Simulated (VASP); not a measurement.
# ZrB (Cmmm) in VASP: notebook

ZrB is run at these levels: PBE+D4, PBEsol+D3(BJ), PBEsol+D4, PBE; tasks: relaxation of cell and atoms, single point.

Everything below comes from runs of VASP 6.6.1. Logs are shortened: lines on timing, memory, paths and dates and some standing lists are left out, and cuts for length are marked.

## (1) The cell of the first run

The structure is orthorhombic, space group Cmmm (No. 65). Conventional cell: a = 3.923 Å, b = 3.971 Å, c = 4.014 Å, α = 90.00°, β = 90.00°, γ = 90.00°. Within 2.6 Å of Zr (site symmetry mmm) lie 4 B at 1.96 to 1.99 Å. Within 2.6 Å of B (site symmetry mmm) lie 4 Zr at 1.96 to 1.99 Å.

## (2) Relaxation of cell and atoms, PBE+D4

The input, INCAR:

```
SYSTEM = ZrB
  PREC = Accurate
  ENCUT = 600
  EDIFF = 1E-7
  ISMEAR = -1
  SIGMA = 0.05
  LREAL = .False.
  LASPH = .True.
  NELM = 80
  ALGO = Normal
  ISIF = 3
  LWAVE = .False.
  LCHARG = .False.
  GGA = PE
  IVDW = 13
  IBRION = 2
  NSW = 60
  EDIFFG = -0.01
```

The input, KPOINTS:

```
Automatic mesh
0
Gamma
  10 10 7
  0 0 0
```

The input, POSCAR:

```
ZrB
1.0
    1.9614334600     -1.9857162700      0.0000000000
    1.9614334600      1.9857162700      0.0000000000
    0.0000000000      0.0000000000      4.0139456300
Zr B
1 1
Direct
    0.0000000000      0.0000000000      0.5000000000
    0.5000000000      0.5000000000      0.5000000000
```

Potentials or basis: VASP PAW PBE potentials, release 64 (Zr_sv, B).

Run with:

```sh
$ cat potpaw_PBE.64/Zr_sv/POTCAR potpaw_PBE.64/B/POTCAR > POTCAR
$ mpirun -np 1 vasp_std > vasp.out
```

OUTCAR:

```text
SYSTEM = ZrB
   PREC = Accurate
   ENCUT = 600
   EDIFF = 1E-7
   ISMEAR = -1
   LREAL = .False.
   LASPH = .True.
   NELM = 80
   ISIF = 3
   GGA = PE
   IVDW = 13
   IBRION = 2
   NSW = 60
   EDIFFG = -0.01

 ion  position               nearest neighbor table
   1  0.000  0.000  0.500-   2 1.96   2 1.96   2 1.99   2 1.99
   2  0.500  0.500  0.500-   1 1.96   1 1.96   1 1.99   1 1.99

  LATTYP: Found a base centered orthorhombic cell.
 ALAT       =     3.9228669200
 B/A-ratio  =     1.0123801345
 C/A-ratio  =     1.0232173846

  Lattice vectors:

 A1 = (   1.9614334600,  -1.9857162700,   0.0000000000)
 A2 = (   1.9614334600,   1.9857162700,   0.0000000000)
 A3 = (   0.0000000000,   0.0000000000,   4.0139456300)

Analysis of symmetry for initial positions (statically):
=====================================================================
 Subroutine PRICEL returns:
 Original cell was already a primitive cell.

 Routine SETGRP: Setting up the symmetry group for a
 base centered orthorhombic supercell.

 Subroutine GETGRP returns: Found  8 space group operations
 (whereof  8 operations were pure point group operations)
 out of a pool of  8 trial point group operations.

The static configuration has the point symmetry D_2h.

Analysis of symmetry for dynamics (positions and initial velocities):
=====================================================================
 Subroutine PRICEL returns:
 Original cell was already a primitive cell.

 Routine SETGRP: Setting up the symmetry group for a
 base centered orthorhombic supercell.

 Subroutine GETGRP returns: Found  8 space group operations
 (whereof  8 operations were pure point group operations)
 out of a pool of  8 trial point group operations.

The dynamic configuration has the point symmetry D_2h.

 Subroutine INISYM returns: Found  8 space group operations
 (whereof  8 operations are pure point group operations),
 and found     1 'primitive' translations

----------------------------------------------------------------------------------------

                                     Primitive cell

  volume of cell :      31.2674

  direct lattice vectors                    reciprocal lattice vectors
     1.961433460 -1.985716270  0.000000000     0.254915606 -0.251798310  0.000000000
     1.961433460  1.985716270  0.000000000     0.254915606  0.251798310  0.000000000
     0.000000000  0.000000000  4.013945630     0.000000000  0.000000000  0.249131426

  length of vectors
     2.791109156  2.791109156  4.013945630     0.358307626  0.358307626  0.249131426

  position of ions in fractional coordinates (direct lattice)
     0.000000000  0.000000000  0.500000000
     0.500000000  0.500000000  0.500000000

  ion indices of the primitive-cell ions
   primitive index   ion index
                 1           1
                 2           2

----------------------------------------------------------------------------------------

 KPOINTS: Automatic mesh

Automatic generation of k-mesh.
 Grid dimensions read from file:
 generate k-points for:   10   10    7

 Generating k-lattice:

  Cartesian coordinates                     Fractional coordinates (reciprocal lattice)
     0.025491561 -0.025179831  0.000000000     0.100000000  0.000000000  0.000000000
     0.025491561  0.025179831  0.000000000     0.000000000  0.100000000  0.000000000
     0.000000000  0.000000000  0.035590204     0.000000000  0.000000000  0.142857143

  Length of vectors
     0.035830763  0.035830763  0.035590204

  Shift w.r.t. Gamma in fractional coordinates (k-lattice)
     0.000000000  0.000000000  0.000000000

 Subroutine IBZKPT returns following result:
 ===========================================

 Found    124 irreducible k-points:

 Following reciprocal coordinates:
            Coordinates               Weight
  0.000000  0.000000  0.000000      1.000000
  0.100000  0.000000  0.000000      4.000000
  0.200000  0.000000  0.000000      4.000000
  0.300000  0.000000  0.000000      4.000000
  0.400000  0.000000  0.000000      4.000000
  0.500000  0.000000  0.000000      2.000000
[... 16 lines left out ...]
  0.300000  0.300000  0.000000      2.000000
  0.400000  0.300000  0.000000      4.000000
 [... further k-points ...]
   k-points           NKPTS =    124   k-points in BZ     NKDIM =    124   number of bands    NBANDS=     11
   number of dos      NEDOS =    301   number of ions     NIONS =      2
   total plane-waves  NPLWV =  18432
   dimension x,y,z NGX =    24 NGY =   24 NGZ =   32
   dimension x,y,z NGXF=    48 NGYF=   48 NGZF=   64
   ions per type =               1   1
   NGX,Y,Z   is equivalent  to a cutoff of  14.30, 14.30, 13.25 a.u.
   NGXF,Y,Z  is equivalent  to a cutoff of  28.59, 28.59, 26.51 a.u.
 SYSTEM =  ZrB
   PREC   = accura    normal or accurate (medium, high low for compatibility)
   ISTART =      0    job   : 0-new  1-cont  2-samecut
   ICHARG =      2    charge: 1-file 2-atom 10-const
   ISPIN  =      1    spin polarized calculation?
   LNONCOLLINEAR =      F non collinear calculations
   LSORBIT =      F    spin-orbit coupling
   LASPH  =      T    aspherical Exc in radial PAW
   ENCUT  =  600.0 eV  44.10 Ry    6.64 a.u.   5.57  5.57  8.02*2*pi/ulx,y,z
   NELM   =     80;   NELMIN=  2; NELMDL= -5     # of ELM steps
   EDIFF  = 0.1E-06   stopping-criterion for ELM
   LREAL  =      F    real-space projection
   EDIFFG = -.1E-01   stopping-criterion for IOM
   NSW    =     60    number of steps for IOM
   IBRION =      2    ionic relax: 0-MD 1-quasi-New 2-CG
   NFREE  =      1    steps in history (QN), initial steepest desc. (CG)
   ISIF   =      3    stress and relaxation
   ISYM   =      2    0-nonsym 1-usesym 2-fastsym
   POTIM  = 0.5000    time-step for ionic-motion
   TEBEG  =    0.0;   TEEND  =   0.0 temperature during run
   PSTRESS=    0.0 pullay stress
   NELECT =      15.0000    total number of electrons
   NUPDOWN=      -1.0000    fix difference up-down
   EMIN   =  10.00;   EMAX   =-10.00  energy-range for DOS
   EFERMI =   0.00;   METHOD = LEGACY
   ISMEAR =    -1;   SIGMA  =   0.05  broadening in eV -4-tet -1-fermi 0-gaus
   EFERMI_NEDOS =   21; number of points for ismear=-14 and -15
   IALGO  =     38    algorithm
   IMIX   =      4    mixing-type and parameters
     AMIX     =   0.40;   BMIX     =  1.00
     AMIX_MAG =   1.60;   BMIX_MAG =  1.00
  volume/ion in A,a.u.               =      15.63       105.50
  Fermi-wavevector in a.u.,A,eV,Ry     =   1.281567  2.421810 22.346383  1.642413
  Thomas-Fermi vector in A             =   2.413929
   LORBIT       =      0    0 simple, 1 ext, 2 COOP (PROOUT), +10 PAW based schemes
   GGA     = PE    functional components
   LHFCALC =     F    Hartree Fock is set to
   AEXX    =    0.0000 exact exchange contribution
   IVDW    =    13    specifies the selected vdW correction
   LEPSILON=     F    determine dielectric tensor
   LRPA    =     F    only Hartree local field effects (RPA)
 conjugate gradient relaxation of ions
 non-spin polarized calculation
  energy-cutoff  :      600.00
  volume of cell :       31.27
 maximum number of plane-waves:      1054
 NGX is ok and might be reduce to    24
   NGX = 11   NGY = 11   NGZ = 17

--------------------------------------- Ionic step        1  -------------------------------------------

 number of electron      15.0000000 magnetization

 Free energy of the ion-electron system (eV)
  ---------------------------------------------------
  ext. energy  EPLUGINS =         0.00000000
  ---------------------------------------------------
  free energy    TOTEN  =        -9.85214605 eV

  energy without entropy =       -9.84271366  energy(sigma->0) =       -9.84742985

------------------------ aborting loop because EDIFF is reached ----------------------------------------

  DFT-D4 for vdW energy calculation

  Edisp (eV):   -0.51353

  FORCE on cell =-STRESS in cart. coord.  units (eV):
  Direction    XX          YY          ZZ          XY          YZ          ZX
  --------------------------------------------------------------------------------------
  -------------------------------------------------------------------------------------
  Total      21.96239    21.52695    -0.48413     0.00000     0.00000     0.00000
  in kB    1125.37681  1103.06407   -24.80732     0.00000     0.00000     0.00000
  external pressure =      734.54 kB  Pullay stress =        0.00 kB
[... 777 lines left out ...]
 k-point    24 :       0.4000    0.3000    0.0000
  band No.  band energies     occupation
      1     -43.1014      2.00000
      2     -21.3452      2.00000
      3     -21.2248      2.00000
      4     -21.1113      2.00000
      5      -0.5958      2.00000
      6       3.3541      2.00000
      7       4.7603      1.99263
      8       5.1841      0.10664
      9       6.2920      0.00000
     10       7.7424      0.00000
     11      10.4363      0.00000

 [... further k-points ...]

[... ionic steps 4 to 16 ...]

--------------------------------------- Ionic step       17  -------------------------------------------

 number of electron      15.0000001 magnetization

------------------------ aborting loop because EDIFF is reached ----------------------------------------

  DFT-D4 for vdW energy calculation

  Edisp (eV):   -0.46688
[... 69 lines left out ...]
  energy  without entropy=      -14.2580303277  energy(sigma->0) =      -14.26512635

--------------------------------------- Ionic step       19  -------------------------------------------

 number of electron      15.0000001 magnetization

 Free energy of the ion-electron system (eV)
  ---------------------------------------------------
  ext. energy  EPLUGINS =         0.00000000
  ---------------------------------------------------
  free energy    TOTEN  =       -13.80440224 eV

  energy without entropy =      -13.79022305  energy(sigma->0) =      -13.79731264

 E-fermi :   6.4930     XC(G=0): -10.8039

 val. band max:        6.4704059588   @ k =   0.0000   0.0000   0.2857
 cond. band min:       6.4979803238   @ k =  -0.2000   0.1000   0.2857
 fundamental gap:      0.0275743651
 Fermi energy:         6.4930093918

 k-point     1 :       0.0000    0.0000    0.0000
  band No.  band energies     occupation
      1     -41.4860      2.00000
      2     -19.3372      2.00000
      3     -19.3370      2.00000
      4     -19.1475      2.00000
      5      -1.5329      2.00000
      6       5.1816      2.00000
      7       5.8267      2.00000
      8       8.6514      0.00000
      9       8.6526      0.00000
     10       9.8791      0.00000
     11      11.1898      0.00000
[... 355 lines left out ...]
  FREE ENERGIE OF THE ION-ELECTRON SYSTEM (eV)
  ---------------------------------------------------
  free  energy   TOTEN  =       -14.2722287156 eV

  energy  without entropy=      -14.2580495212  energy(sigma->0) =      -14.26513912

 reached required accuracy - stopping structural energy minimisation
```

Run time: 12 min. Hardware: 1 thread of Intel Xeon 8259CL, shared host; peak memory 0.21 GiB.

What came out:

| Property | Result |
| --- | --- |
| Free energy | -14.2722 eV |
| Relaxed volume | 16.79 Å³/atom |
| Relaxed cell | a = 3.385 Å, b = 3.385 Å, c = 2.930 Å, α = 90.00°, β = 90.00°, γ = 89.98° |
| Space group after relaxing (to 0.1 Å) | P4/mmm (No. 123) |
| Energy gained by relaxing | 1953.3 meV/atom |
| Ionic steps | 19 |
| Pressure after relaxing | 0.0 GPa |
| Band gap on the k mesh | zero (an odd number of electrons rules out a gap without spin polarisation) |
| Dispersion energy per atom | -0.234 eV |

Step by step:
```csv
step,energy change (eV),largest force (eV/Å),pressure (GPa),volume (Å³)
1,0.0000,0.0000,73.45,31.27
2,-0.2515,0.0000,-19.29,71.82
3,-3.2534,0.0000,-7.52,46.71
4,-3.3132,0.0000,-4.14,45.07
5,-3.3244,0.0000,-1.65,44.02
6,-3.3236,0.0000,-2.33,44.30
7,-3.3700,0.0000,-2.17,43.04
8,-3.5636,0.0000,-1.35,39.22
9,-3.8429,0.0000,6.09,31.48
10,-3.8318,0.0000,0.93,34.83
11,-3.8794,0.0000,2.70,33.25
12,-3.8811,0.0000,3.24,32.91
13,-3.8896,0.0000,1.89,32.66
14,-3.8923,0.0000,2.27,32.74
15,-3.9024,0.0000,1.07,33.16
16,-3.9064,0.0000,-0.33,33.68
17,-3.9065,0.0000,-0.24,33.65
18,-3.9066,0.0000,-0.06,33.60
19,-3.9066,0.0000,-0.01,33.58
```

Final structure:
```
Zr B
1.0
     2.39414   -2.39345    0.00000
     2.39414    2.39345    0.00000
     0.00000    0.00000    2.93040
Zr B
1 1
Direct
  0.00000 0.00000 0.50000
  0.50000 0.50000 0.50000
```

Caveat: a cell axis changed by over 15 % at a fixed basis, so the end point is rough.

## (3) Relaxation of cell and atoms, PBEsol+D3(BJ)

The input, INCAR:

```
SYSTEM = ZrB
  ALGO = Normal
  EDIFF = 1E-6
  EDIFFG = -0.01
  ENCUT = 600
  GGA = PS
  IBRION = 2
  ISIF = 3
  ISMEAR = -1
  IVDW = 12
  LASPH = .True.
  LCHARG = .False.
  LREAL = .False.
  LWAVE = .False.
  NELM = 100
  NSW = 60
  PREC = Accurate
  SIGMA = 0.05
```

The input, KPOINTS:

```
k-points
0
Gamma
  10 10 7
  0 0 0
```

POSCAR is that of step 2.

Potentials or basis: VASP PAW PBE potentials, release 64 (Zr_sv, B).

Run with:

```sh
$ cat potpaw_PBE.64/Zr_sv/POTCAR potpaw_PBE.64/B/POTCAR > POTCAR
$ mpirun -np 1 vasp_std > vasp.out
```

Wall time 9.7 min (1 thread of Intel Xeon 8259CL, shared host); peak memory 0.22 GiB.

It converged, with:

```
Free energy                           : -15.3331 eV
Relaxed volume                        : 16.00 Å³/atom
Relaxed cell                          : a = 3.352 Å, b = 3.352 Å, c = 2.849 Å, α = 90.00°, β = 90.00°, γ = 89.98°
Space group after relaxing (to 0.1 Å) : P4/mmm (No. 123)
Energy gained by relaxing             : 1872.1 meV/atom
Ionic steps                           : 18
Pressure after relaxing               : 0.0 GPa
Band gap on the k mesh                : zero (an odd number of electrons rules out a gap without spin polarisation)
Dispersion energy per atom            : -0.347 eV
```

Stress tensor (GPa, compression positive):
```
-0.06  0.00  0.00
 0.00  0.04  0.00
 0.00  0.00  0.00
```

The path:
| step | energy change (eV) | largest force (eV/Å) | pressure (GPa) | volume (Å³) |
| --- | --- | --- | --- | --- |
| 1 | 0.0000 | 0.0000 | 68.84 | 31.27 |
| 2 | 0.2223 | 0.0000 | -17.28 | 68.55 |
| 3 | -2.9671 | 0.0000 | -6.02 | 44.64 |
| 4 | -2.9909 | 0.0000 | -3.69 | 43.66 |
| 5 | -2.9952 | 0.0000 | -2.07 | 43.04 |
| 6 | -2.9945 | 0.0000 | -2.74 | 43.29 |
| 7 | -3.0599 | 0.0000 | -2.54 | 41.82 |
| 8 | -3.3458 | 0.0000 | -1.81 | 37.38 |
| 9 | -3.5278 | 0.0000 | 11.50 | 28.38 |
| 10 | -3.6408 | 0.0000 | 0.29 | 33.61 |
| 11 | -3.7211 | 0.0000 | 4.19 | 31.00 |
| 12 | -3.7233 | 0.0000 | 3.34 | 31.44 |
| 13 | -3.7179 | 0.0000 | 0.17 | 31.32 |
| 14 | -3.7366 | 0.0000 | 1.73 | 31.39 |
| 15 | -3.7438 | 0.0000 | 0.40 | 31.87 |
| 16 | -3.7442 | 0.0000 | 0.01 | 32.02 |
| 17 | -3.7442 | 0.0000 | 0.02 | 32.01 |
| 18 | -3.7442 | 0.0000 | -0.01 | 32.01 |

Final structure:
```
Zr B
1.0
     2.37064   -2.36997    0.00000
     2.37064    2.36997    0.00000
     0.00000    0.00000    2.84862
Zr B
1 1
Direct
  0.00000 0.00000 0.50000
  0.50000 0.50000 0.50000
```

Levels at points of the mesh, in eV from the Fermi level:
```tsv
k point	band 4	band 5	band 6	band 7	band 8	band 9	band 10	band 11
(0.00, 0.00, 0.00)	-25.32	-8.20	-1.39	-0.83	2.18	2.19	3.45	5.10
(0.50, 0.00, 0.00)	-25.29	-5.42	-4.04	-1.62	-0.98	2.65	5.17	5.68
(0.50, 0.50, 0.00)	-25.26	-6.75	-0.66	-0.57	-0.57	4.32	4.32	5.82
```

Caveat: a cell axis changed by over 15 % at a fixed basis, so the end point is rough; the PAW data sets were made with another functional, which shifts forces and pressure a little.

[end of part 1 of 2]
